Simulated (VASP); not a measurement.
# ZnS (P6_3mc) in VASP: notebook, part 2 of 2

VASP 6.6.1. Earlier steps stand in the parts before.

### 4 Single point, r2SCAN (strain -0.040 along x and y, +0.000 along z)

POSCAR reads:

```
ZnS
1.0
    3.6544528774      0.0000000000      0.0000000000
   -1.8272264387      3.1648490288      0.0000000000
    0.0000000000      0.0000000000      6.2457351521
Zn S
2 2
Direct
    0.3333333333      0.6666666667      0.0053880710
    0.6666666667      0.3333333333      0.5053880710
    0.3333333333      0.6666666667      0.3796119290
    0.6666666667      0.3333333333      0.8796119290
```

INCAR.step1 reads:

```
SYSTEM = ZnS
PREC = Accurate
ENCUT = 520
ISMEAR = 0
SIGMA = 0.05
LREAL = .False.
LASPH = .True.
NELM = 60
NBANDS = 26
GGA = PE
ALGO = Normal
EDIFF = 1E-4
LWAVE = .True.
LCHARG = .False.
```

INCAR.step2 reads:

```
SYSTEM = ZnS
PREC = Accurate
ENCUT = 520
EDIFF = 1E-6
ISMEAR = 0
SIGMA = 0.05
LREAL = .False.
LASPH = .True.
NELM = 60
ALGO = Normal
ISIF = 2
LWAVE = .False.
LCHARG = .False.
METAGGA = R2SCAN
LMIXTAU = .True.
NBANDS = 26
ISTART = 1
```

KPOINTS reads:

```
regular mesh
0
Gamma
  6 6 4
  0 0 0
```

Potentials or basis: VASP PAW PBE potentials, release 64 (Zn, S).

Launch:

```
$ cat potpaw_PBE.64/Zn/POTCAR potpaw_PBE.64/S/POTCAR > POTCAR
$ cp INCAR.step1 INCAR
$ mpirun -np 1 vasp_std > vasp.out
$ cp INCAR.step2 INCAR
$ mpirun -np 1 vasp_std > vasp.out
```

OUTCAR:

```text
SYSTEM = ZnS
   PREC = Accurate
   ENCUT = 520
   EDIFF = 1E-6
   ISMEAR = 0
   LREAL = .False.
   LASPH = .True.
   NELM = 60
   ISIF = 2
   METAGGA = R2SCAN
   ISTART = 1

 ion  position               nearest neighbor table
   1  0.333  0.667  0.005-   4 2.25   4 2.25   4 2.25   3 2.34
   2  0.667  0.333  0.505-   3 2.25   3 2.25   3 2.25   4 2.34
   3  0.333  0.667  0.380-   2 2.25   2 2.25   2 2.25   1 2.34
   4  0.667  0.333  0.880-   1 2.25   1 2.25   1 2.25   2 2.34

  LATTYP: Found a hexagonal cell.
 ALAT       =     3.6544528774
 C/A-ratio  =     1.7090753012

  Lattice vectors:

 A1 = (   3.6544528774,   0.0000000000,   0.0000000000)
 A2 = (  -1.8272264387,   3.1648490288,   0.0000000000)
 A3 = (   0.0000000000,   0.0000000000,   6.2457351521)

Analysis of symmetry for initial positions (statically):
=====================================================================
 Subroutine PRICEL returns:
 Original cell was already a primitive cell.

 Routine SETGRP: Setting up the symmetry group for a
 hexagonal supercell.

 Subroutine GETGRP returns: Found 12 space group operations
 (whereof  6 operations were pure point group operations)
 out of a pool of 24 trial point group operations.

The static configuration has the point symmetry C_3v.
 The point group associated with its full space group is C_6v.

Analysis of symmetry for dynamics (positions and initial velocities):
=====================================================================
 Subroutine PRICEL returns:
 Original cell was already a primitive cell.

 Routine SETGRP: Setting up the symmetry group for a
 hexagonal supercell.

 Subroutine GETGRP returns: Found 12 space group operations
 (whereof  6 operations were pure point group operations)
 out of a pool of 24 trial point group operations.

The dynamic configuration has the point symmetry C_3v.
 The point group associated with its full space group is C_6v.

 Subroutine INISYM returns: Found 12 space group operations
 (whereof  6 operations are pure point group operations),
 and found     1 'primitive' translations
[... 115 lines left out ...]
     AMIX_MAG =   1.60;   BMIX_MAG =  1.00
  volume/ion in A,a.u.               =      18.06       121.87
  Fermi-wavevector in a.u.,A,eV,Ry     =   1.297944  2.452759 22.921179  1.684659
  Thomas-Fermi vector in A             =   2.429304
   LORBIT       =      0    0 simple, 1 ext, 2 COOP (PROOUT), +10 PAW based schemes
   METAGGA = R2SCAN    functional components
   LHFCALC =     F    Hartree Fock is set to
   AEXX    =    0.0000 exact exchange contribution
   IVDW    =     0    specifies the selected vdW correction
   LEPSILON=     F    determine dielectric tensor
   LRPA    =     F    only Hartree local field effects (RPA)
 non-spin polarized calculation
 Gauss-broadening in eV      SIGMA  =   0.05
  energy-cutoff  :      520.00
  volume of cell :       72.24
 maximum number of plane-waves:      1959
 NGX is ok and might be reduce to    28
   NGX = 13   NGY = 13   NGZ = 23

 number of electron      36.0000040 magnetization

 Free energy of the ion-electron system (eV)
  ---------------------------------------------------
  ext. energy  EPLUGINS =         0.00000000
  ---------------------------------------------------
  free energy    TOTEN  =       -37.53900245 eV

  energy without entropy =      -37.53900245  energy(sigma->0) =      -37.53900245

 E-fermi :   3.0607     XC(G=0): -10.7338

 val. band max:        2.7959562440   @ k =   0.0000   0.0000   0.0000
 cond. band min:       5.8172206903   @ k =   0.0000   0.0000   0.0000
 fundamental gap:      3.0212644463
 Fermi energy:         3.0606890279

 k-point     1 :       0.0000    0.0000    0.0000
  band No.  band energies     occupation
      1     -11.6579      2.00000
      2     -10.6462      2.00000
      3      -4.1847      2.00000
      4      -4.1847      2.00000
      5      -4.1676      2.00000
      6      -4.0939      2.00000
[... 598 lines left out ...]
     25      13.1442      0.00000
     26      13.1442      0.00000

------------------------ aborting loop because EDIFF is reached ----------------------------------------

  FORCE on cell =-STRESS in cart. coord.  units (eV):
  Direction    XX          YY          ZZ          XY          YZ          ZX
  --------------------------------------------------------------------------------------
  -------------------------------------------------------------------------------------
  Total        4.6503950      4.6503950      1.2771028      0.0000000      0.0000000      0.0000000
  in kB      103.1434131    103.1434131     28.3254950      0.0000000      0.0000000      0.0000000
  external PRESSURE =      78.2041070 kB  Pullay stress =       0.0000000 kB

 VOLUME and BASIS-vectors are now :
 -----------------------------------------------------------------------------
  energy-cutoff  :      520.00
  volume of cell :       72.24
      direct lattice vectors                 reciprocal lattice vectors
     3.654452877  0.000000000  0.000000000     0.273638773  0.157985419  0.000000000
    -1.827226439  3.164849029  0.000000000     0.000000000  0.315970838  0.000000000
     0.000000000  0.000000000  6.245735152     0.000000000  0.000000000  0.160109255

 POSITION                                       TOTAL-FORCE (eV/Angst)
 -----------------------------------------------------------------------------------
     -0.00000      2.10990      0.03365        -0.000000     -0.000000      0.400620
      1.82723      1.05495      3.15652         0.000000      0.000000      0.400620
     -0.00000      2.10990      2.37096         0.000000     -0.000000     -0.400620
      1.82723      1.05495      5.49382         0.000000     -0.000000     -0.400620
 -----------------------------------------------------------------------------------
    total drift:                               -0.000000      0.000000      0.027868

  FREE ENERGIE OF THE ION-ELECTRON SYSTEM (eV)
  ---------------------------------------------------
  free  energy   TOTEN  =       -37.5390024546 eV

  energy  without entropy=      -37.5390024546  energy(sigma->0) =      -37.53900245
```

OUTCAR.step1:

```text
SYSTEM = ZnS
   PREC = Accurate
   ENCUT = 520
   ISMEAR = 0
   LREAL = .False.
   LASPH = .True.
   NELM = 60
[... 834 lines left out ...]
      1.82723      1.05495      3.15652         0.000000      0.000000      0.406935
     -0.00000      2.10990      2.37096        -0.000000      0.000000     -0.406935
      1.82723      1.05495      5.49382         0.000000     -0.000000     -0.406935
 -----------------------------------------------------------------------------------
    total drift:                               -0.000000     -0.000000     -0.000329

  FREE ENERGIE OF THE ION-ELECTRON SYSTEM (eV)
  ---------------------------------------------------
  free  energy   TOTEN  =       -13.3976703677 eV

  energy  without entropy=      -13.3976703677  energy(sigma->0) =      -13.39767037
```

OSZICAR.step1:

```text
N       E                     dE             d eps       ncg     rms          rms(c)
DAV:   1     0.243977141971E+03    0.24398E+03   -0.17398E+04  1092   0.174E+03
DAV:   2     0.903735378232E+01   -0.23494E+03   -0.22529E+03  1132   0.351E+02
DAV:   3    -0.137456001585E+02   -0.22783E+02   -0.22564E+02  1304   0.110E+02
DAV:   4    -0.142770233343E+02   -0.53142E+00   -0.53026E+00  1254   0.169E+01
DAV:   5    -0.142852689290E+02   -0.82456E-02   -0.82430E-02  1350   0.210E+00    0.116E+01
DAV:   6    -0.134127305960E+02    0.87254E+00   -0.16854E+00  1620   0.393E+01    0.875E+00
DAV:   7    -0.134090789829E+02    0.36516E-02   -0.15148E+00  1154   0.735E+00    0.365E+00
DAV:   8    -0.133983721970E+02    0.10707E-01   -0.38540E-02  1250   0.140E+00    0.114E+00
DAV:   9    -0.133973830432E+02    0.98915E-03   -0.14633E-02  1434   0.114E+00    0.263E-01
DAV:  10    -0.133974881614E+02   -0.10512E-03   -0.60830E-04  1284   0.345E-01    0.116E-01
DAV:  11    -0.133976732068E+02   -0.18505E-03   -0.25174E-04  1000   0.156E-01    0.807E-02
DAV:  12    -0.133976703677E+02    0.28390E-05   -0.38123E-05   602   0.118E-01
   1 F= -.13397670E+02 E0= -.13397670E+02  d E =-.218085E-14
```

It took 3.3 min on 1 thread of Intel Xeon 8259CL, shared host; peak memory 0.21 GiB.

What came out:

```
Free energy            : -37.5390 eV
Pressure               : 7.8 GPa
Largest force          : 0.401 eV/Å
Band gap on the k mesh : 3.02 eV
```

Forces in eV/Å, atoms in the order of the input:
```
Zn   0.000  0.000  0.401
Zn   0.000  0.000  0.401
S    0.000  0.000 -0.401
S    0.000  0.000 -0.401
```

Stress tensor (GPa, compression positive):
```
10.31  0.00  0.00
 0.00 10.31  0.00
 0.00  0.00  2.83
```

Levels at points of the mesh, in eV from the valence-band top:
| k point | band 15 | band 16 | band 17 | band 18 | band 19 | band 20 | band 21 | band 22 |
| --- | --- | --- | --- | --- | --- | --- | --- | --- |
| (0.00, 0.00, 0.00) | -0.92 | -0.29 | 0.00 | 0.00 | 3.02 | 4.04 | 6.57 | 6.86 |
| (0.50, 0.00, 0.00) | -3.79 | -2.54 | -2.04 | -1.13 | 4.08 | 4.78 | 5.18 | 7.38 |
| (0.00, 0.00, 0.50) | -0.48 | -0.48 | -0.48 | -0.48 | 4.50 | 4.50 | 7.27 | 7.27 |
| (0.50, 0.00, 0.50) | -2.08 | -2.08 | -1.89 | -1.89 | 3.81 | 3.81 | 5.45 | 5.45 |

Caveat: the cell differs from its parent crystal (strain -0.040 along x and y, +0.000 along z); the cell stands under pressure; the PAW data sets were made with another functional, which shifts forces and pressure a little.

### 5 Single point, r2SCAN (strain +0.000 along x and y, -0.040 along z)

POSCAR reads:

```
ZnS
1.0
    3.8067217473      0.0000000000      0.0000000000
   -1.9033608736      3.2967177383      0.0000000000
    0.0000000000      0.0000000000      5.9959057460
Zn S
2 2
Direct
    0.3333333333      0.6666666667      0.0053880710
    0.6666666667      0.3333333333      0.5053880710
    0.3333333333      0.6666666667      0.3796119290
    0.6666666667      0.3333333333      0.8796119290
```

INCAR.step1 reads:

```
SYSTEM = ZnS
  PREC = Accurate
  ENCUT = 520
  ISMEAR = 0
  SIGMA = 0.05
  LREAL = .FALSE.
  LASPH = .TRUE.
  NELM = 80
  NBANDS = 26
  GGA = PE
  ALGO = Normal
  EDIFF = 1E-4
  LWAVE = .TRUE.
  LCHARG = .FALSE.
```

INCAR.step2 reads:

```
SYSTEM = ZnS
  PREC = Accurate
  ENCUT = 520
  EDIFF = 1E-6
  ISMEAR = 0
  SIGMA = 0.05
  LREAL = .FALSE.
  LASPH = .TRUE.
  NELM = 80
  ALGO = Normal
  ISIF = 2
  LWAVE = .FALSE.
  LCHARG = .TRUE.
  METAGGA = R2SCAN
  LMIXTAU = .TRUE.
  LELF = .TRUE.
  LVHAR = .TRUE.
  NBANDS = 26
  ISTART = 1
```

KPOINTS reads:

```
regular mesh
0
G
  6 6 4
  0 0 0
```

Potentials or basis: VASP PAW PBE potentials, release 64 (Zn, S).

Launch:

```
$ cat potpaw_PBE.64/Zn/POTCAR potpaw_PBE.64/S/POTCAR > POTCAR
$ cp INCAR.step1 INCAR
$ mpirun -np 1 vasp_std > vasp.out
$ cp INCAR.step2 INCAR
$ mpirun -np 1 vasp_std > vasp.out
```

OUTCAR:

```text
SYSTEM = ZnS
   PREC = Accurate
   ENCUT = 520
   EDIFF = 1E-6
   ISMEAR = 0
   LREAL = .FALSE.
   LASPH = .TRUE.
   NELM = 80
   ISIF = 2
   METAGGA = R2SCAN
   ISTART = 1

 ion  position               nearest neighbor table
   1  0.333  0.667  0.005-   3 2.24   4 2.32   4 2.32   4 2.32
   2  0.667  0.333  0.505-   4 2.24   3 2.32   3 2.32   3 2.32
   3  0.333  0.667  0.380-   1 2.24   2 2.32   2 2.32   2 2.32
   4  0.667  0.333  0.880-   2 2.24   1 2.32   1 2.32   1 2.32

  LATTYP: Found a hexagonal cell.
 ALAT       =     3.8067217473
[... 804 lines left out ...]
  --------------------------------------------------------------------------------------
  -------------------------------------------------------------------------------------
  Total        0.6275972      0.6275972      4.1709954      0.0000000      0.0000000     -0.0000000
  in kB       13.3629971     13.3629971     88.8101495      0.0000000      0.0000000     -0.0000000
  external PRESSURE =      38.5120479 kB  Pullay stress =       0.0000000 kB

 VOLUME and BASIS-vectors are now :
 -----------------------------------------------------------------------------
  energy-cutoff  :      520.00
  volume of cell :       75.25
      direct lattice vectors                 reciprocal lattice vectors
     3.806721747  0.000000000  0.000000000     0.262693222  0.151666002  0.000000000
    -1.903360874  3.296717738  0.000000000     0.000000000  0.303332005  0.000000000
     0.000000000  0.000000000  5.995905746     0.000000000  0.000000000  0.166780474

 POSITION                                       TOTAL-FORCE (eV/Angst)
 -----------------------------------------------------------------------------------
     -0.00000      2.19781      0.03231         0.000000     -0.000000     -0.393112
      1.90336      1.09891      3.03026        -0.000000      0.000000     -0.393112
     -0.00000      2.19781      2.27612        -0.000000      0.000000      0.393112
      1.90336      1.09891      5.27407        -0.000000      0.000000      0.393112
 -----------------------------------------------------------------------------------
    total drift:                               -0.000000     -0.000000     -0.032087

  FREE ENERGIE OF THE ION-ELECTRON SYSTEM (eV)
  ---------------------------------------------------
  free  energy   TOTEN  =       -37.6411144662 eV

  energy  without entropy=      -37.6411144662  energy(sigma->0) =      -37.64111447
```

Wall time 3.1 min (1 thread of Intel Xeon 8259CL, shared host); peak memory 0.21 GiB.

Results:

```
Free energy            : -37.6411 eV
Pressure               : 3.9 GPa
Largest force          : 0.393 eV/Å
Band gap on the k mesh : 3.02 eV
```

Forces on the atoms (eV/Å):
```
Zn   0.000  0.000 -0.393
Zn   0.000  0.000 -0.393
S    0.000  0.000  0.393
S    0.000  0.000  0.393
```

Caveat: the cell differs from its parent crystal (strain +0.000 along x and y, -0.040 along z); the cell stands under pressure; the PAW data sets were made with another functional, which shifts forces and pressure a little.

### 6 Single point, r2SCAN (strain -0.040 along x and y, +0.040 along z)

POSCAR reads:

```
ZnS
1.0
    3.6544528774      0.0000000000      0.0000000000
   -1.8272264387      3.1648490288      0.0000000000
    0.0000000000      0.0000000000      6.4955645582
Zn S
2 2
Direct
    0.3333333333      0.6666666667      0.0053880710
    0.6666666667      0.3333333333      0.5053880710
    0.3333333333      0.6666666667      0.3796119290
    0.6666666667      0.3333333333      0.8796119290
```

INCAR.step1 reads:

```
SYSTEM = ZnS
PREC = Accurate
ENCUT = 520
ISMEAR = 0
SIGMA = 0.05
LREAL = .FALSE.
LASPH = .TRUE.
NELM = 60
NBANDS = 26
GGA = PE
ALGO = Normal
EDIFF = 1E-4
LWAVE = .TRUE.
LCHARG = .FALSE.
```

INCAR.step2 reads:

```
SYSTEM = ZnS
PREC = Accurate
ENCUT = 520
EDIFF = 1E-6
ISMEAR = 0
SIGMA = 0.05
LREAL = .FALSE.
LASPH = .TRUE.
NELM = 60
ALGO = Normal
ISIF = 2
LWAVE = .FALSE.
LCHARG = .FALSE.
METAGGA = R2SCAN
LMIXTAU = .TRUE.
NBANDS = 26
ISTART = 1
```

KPOINTS is that of step 5.

Potentials or basis: VASP PAW PBE potentials, release 64 (Zn, S).

Launch:

```
$ cat potpaw_PBE.64/Zn/POTCAR potpaw_PBE.64/S/POTCAR > POTCAR
$ cp INCAR.step1 INCAR
$ mpirun -np 1 vasp_std > vasp.out
$ cp INCAR.step2 INCAR
$ mpirun -np 1 vasp_std > vasp.out
```

It took 5 min on 1 thread of Intel Xeon 8259CL, shared host; peak memory 0.21 GiB.

Results (log left out):

```yaml
Free_energy: -37.5244 eV
Pressure: 4.4 GPa
Largest_force: 0.506 eV/Å
Band_gap_on_the_k_mesh: 2.62 eV
```

Forces in eV/Å, atoms in the order of the input:
```
Zn   0.000  0.000  0.506
Zn   0.000  0.000  0.506
S    0.000  0.000 -0.506
S    0.000  0.000 -0.506
```

Stress tensor (GPa, compression positive):
```
 8.52  0.00  0.00
 0.00  8.52  0.00
 0.00  0.00 -3.88
```

Levels at points of the mesh, in eV from the valence-band top:
```csv
k point,band 15,band 16,band 17,band 18,band 19,band 20,band 21,band 22
"(0.00, 0.00, 0.00)",-0.75,-0.48,0.00,0.00,2.62,4.22,6.33,7.04
"(0.50, 0.00, 0.00)",-3.60,-2.31,-1.98,-1.15,4.24,4.46,5.07,7.17
"(0.00, 0.00, 0.50)",-0.39,-0.39,-0.39,-0.39,4.50,4.50,6.85,6.85
"(0.50, 0.00, 0.50)",-2.13,-2.13,-1.77,-1.77,3.65,3.65,5.42,5.42
```

Caveat: the cell differs from its parent crystal (strain -0.040 along x and y, +0.040 along z); the cell stands under pressure; the PAW data sets were made with another functional, which shifts forces and pressure a little.

### 7 Single point, r2SCAN (strain -0.040 along x and y, +0.080 along z)

POSCAR, as its differences from that of step 6:

```diff
@@ -4,3 +4,3 @@
    -1.8272264387      3.1648490288      0.0000000000
-    0.0000000000      0.0000000000      6.4955645582
+    0.0000000000      0.0000000000      6.7453939643
 Zn S
```

INCAR.step1 reads:

```
ALGO     = Normal         # electronic algorithm
EDIFF    = 1E-4           # SCF threshold, eV
ENCUT    = 520            # plane-wave cutoff, eV
GGA      = PE             # functional
ISMEAR   = 0              # smearing method
LASPH    = T              # aspherical terms in the spheres
LCHARG   = F              # write CHGCAR
LREAL    = F              # projectors in reciprocal space
LWAVE    = T              # write WAVECAR
NBANDS   = 26             # bands
NELM     = 80             # most SCF steps
PREC     = Accurate       # precision mode
SIGMA    = 0.05           # smearing width, eV
```

INCAR.step2 reads:

```
ALGO     = Normal         # electronic algorithm
EDIFF    = 1E-7           # SCF threshold, eV
ENCUT    = 520            # plane-wave cutoff, eV
ISIF     = 2              # what is computed and relaxed
ISMEAR   = 0              # smearing method
ISTART   = 1            
LASPH    = T              # aspherical terms in the spheres
LCHARG   = F              # write CHGCAR
LMIXTAU  = T            
LREAL    = F              # projectors in reciprocal space
LWAVE    = F              # write WAVECAR
METAGGA  = R2SCAN         # meta-GGA
NBANDS   = 26             # bands
NELM     = 80             # most SCF steps
PREC     = Accurate       # precision mode
SIGMA    = 0.05           # smearing width, eV
```

KPOINTS reads:

```
k-points
0
Gamma
  6 6 4
```

Launch:

```
$ cat potpaw_PBE.64/Zn/POTCAR potpaw_PBE.64/S/POTCAR > POTCAR
$ cp INCAR.step1 INCAR
$ mpirun -np 1 vasp_std > vasp.out
$ cp INCAR.step2 INCAR
$ mpirun -np 1 vasp_std > vasp.out
```

Run time: 4.2 min. Hardware: 1 thread of Intel Xeon 8259CL, shared host; peak memory 0.21 GiB.

The run converged. Its results:

```
Free energy            : -37.4125 eV
Pressure               : 1.9 GPa
Largest force          : 0.472 eV/Å
Band gap on the k mesh : 2.24 eV
```

Forces on the atoms (eV/Å):
```
Zn   0.000  0.000  0.472
Zn   0.000  0.000  0.472
S    0.000  0.000 -0.472
S    0.000  0.000 -0.472
```

Stress tensor (GPa, compression positive):
```
 6.96  0.00  0.00
 0.00  6.96  0.00
 0.00  0.00 -8.32
```

Levels at points of the mesh, in eV from the valence-band top:
| k point | band 15 | band 16 | band 17 | band 18 | band 19 | band 20 | band 21 | band 22 |
| --- | --- | --- | --- | --- | --- | --- | --- | --- |
| (0.00, 0.00, 0.00) | -0.61 | -0.61 | 0.00 | 0.00 | 2.24 | 4.36 | 6.17 | 7.20 |
| (0.50, 0.00, 0.00) | -3.42 | -2.11 | -1.92 | -1.15 | 4.12 | 4.36 | 4.98 | 6.58 |
| (0.00, 0.00, 0.50) | -0.32 | -0.32 | -0.32 | -0.32 | 4.44 | 4.44 | 6.50 | 6.50 |
| (0.50, 0.00, 0.50) | -2.15 | -2.15 | -1.66 | -1.66 | 3.48 | 3.48 | 5.40 | 5.40 |

Caveat: the cell differs from its parent crystal (strain -0.040 along x and y, +0.080 along z); the PAW data sets were made with another functional, which shifts forces and pressure a little.

### 8 Overview

```tsv
cell	gap on the mesh (eV)	pressure (GPa)	largest force (eV/Å)
a = 3.502, b = 3.502, c = 6.745 Å, angles 90.0, 90.0, 120.0°, 4 atoms	2.02	12.1	1.09
a = 3.807, b = 3.807, c = 5.746 Å, angles 90.0, 90.0, 120.0°, 4 atoms	3.03	9.3	1.12
a = 3.654, b = 3.654, c = 6.246 Å, angles 90.0, 90.0, 120.0°, 4 atoms	3.02	7.8	0.40
a = 3.807, b = 3.807, c = 5.996 Å, angles 90.0, 90.0, 120.0°, 4 atoms	3.02	3.9	0.39
a = 3.654, b = 3.654, c = 6.496 Å, angles 90.0, 90.0, 120.0°, 4 atoms	2.62	4.4	0.51
a = 3.654, b = 3.654, c = 6.745 Å, angles 90.0, 90.0, 120.0°, 4 atoms	2.24	1.9	0.47
```

Alike in all rows: task single point; level r2SCAN; potentials or basis VASP PAW PBE potentials, release 64 (Zn, S); no spin polarisation; k mesh 6 × 6 × 4; cutoff (eV) 520; smearing gaussian 0.05 eV.

Caveats: the PAW data sets were made with another functional, which shifts forces and pressure a little; the cell stands under pressure (at least some runs).

Total energies depend on the potentials used, so only differences within one code and one set of settings carry meaning.
